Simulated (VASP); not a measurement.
Ir, 16 atoms in the cell. The cell holds a slab with vacuum, 16 atoms: a = 5.431 Å, b = 5.431 Å, c = 23.761 Å, α = 90.00°, β = 90.00°, γ = 90.00°. 

```yaml
Program: VASP 6.6.1
Task: single point
Functional: PBE
Dispersion: D3(BJ)
Potentials_or_basis: VASP PAW PBE potentials, release 64 (Ir)
Cutoff: 520 eV
k_mesh: 4 × 4 × 1
Occupations: gaussian, width 0.1 eV
Spin: no spin polarisation
Dipole_correction: yes
Further_INCAR_settings: LREAL = Auto; ALGO = Normal; EDIFF = 1e-07; NBANDS = 86
```

Potentials or basis: VASP PAW PBE potentials, release 64 (Ir).

Command:

```console
$ cat potpaw_PBE.64/Ir/POTCAR > POTCAR
$ mpirun -np 1 vasp_std > vasp.out
```

Hardware: 1 thread of Intel(R) Xeon(R) Platinum 8488C (Sapphire Rapids) (shared host).

Q: Estimate the wall time of this run.

A: Run time: 24 min on 1 thread of Intel(R) Xeon(R) Platinum 8488C (Sapphire Rapids), on a shared host, peak memory 0.81 GiB. Counts: scf iterations 41, k points 10.
